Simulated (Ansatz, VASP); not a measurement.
**Ir in VASP and in Ansatz**

INCAR

```
PREC     = Accurate       # precision mode
ENCUT    = 420            # plane-wave cutoff, eV
EDIFF    = 1E-8           # SCF threshold, eV
ISMEAR   = -1             # smearing method
SIGMA    = 0.05           # smearing width, eV
LREAL    = F              # projectors in reciprocal space
LASPH    = T              # aspherical terms in the spheres
NELM     = 120            # most SCF steps
ALGO     = Normal         # electronic algorithm
ISIF     = 2              # what is computed and relaxed
LWAVE    = F              # write WAVECAR
LCHARG   = F              # write CHGCAR
GGA      = PE             # functional
LEFG     = T            
NBANDS   = 24             # bands
GGA_COMPAT= F
```

KPOINTS

```
Automatic mesh
0
Gamma
  10 10 10
```

Contents of POSCAR:

```
Ir
1.0
    0.0000000000      2.6272165707      2.6272165707
    2.6272165707      0.0000000000      2.6272165707
    2.6272165707      2.6272165707      0.0000000000
Ir
2
Direct
   -0.0875000000     -0.1375000000     -0.1375000000
    0.0875000000      0.1375000000      0.1375000000
```

Input for Ansatz:

```yaml
crystal:
  lattice:
    - [0.0, 2.6272165707, 2.6272165707]
    - [2.6272165707, 0.0, 2.6272165707]
    - [2.6272165707, 2.6272165707, 0.0]
  atoms:
    - { symbol: Ir, position: [-0.0875, -0.1375, -0.1375] }
    - { symbol: Ir, position: [0.0875, 0.1375, 0.1375] }
kpoints:
  mp_grid: { grid: [10, 10, 10] }
scf:
  occupations: { method: fermi_dirac, width: 0.05 }
hamiltonian:
  xc: pbe
  pseudopotentials: { kind: paw }
output:
  forces: true
  stress: true
  eigenvalues: true
  efg: { contact_densities: true }
  populations: true
```

Change from the starting cell: shortest bond scaled by 1.1, PAW files.

Alike in both runs: task electric field gradients; functional PBE; k mesh 10 × 10 × 10; occupations fermi-dirac, width 0.05 eV; no spin polarisation.

|  | VASP | Ansatz |
| --- | --- | --- |
| version | VASP 6.6.1 | Ansatz 0.2.0 |
| potentials or method | VASP PAW PBE potentials, release 64 (Ir_sv_GW) | PAW with Ansatz's default frozen-core files, scalar-relativistic |
| plane-wave cutoff (eV) | 420 | 420 |
| valence electrons in the cell | 34 | 34 |

|  | VASP | Ansatz | Ansatz less VASP |
| --- | --- | --- | --- |
| rms of the force components (eV/Å) | 3.548 | 3.542 | -0.0057 |
| size of Vzz on the site where it differs most (V/Å²) | 60.9 | 32.6 | -28.30 |

Atom by atom the forces differ by 0.006 eV/Å (rms over components).

Spin-orbit coupling is off throughout.
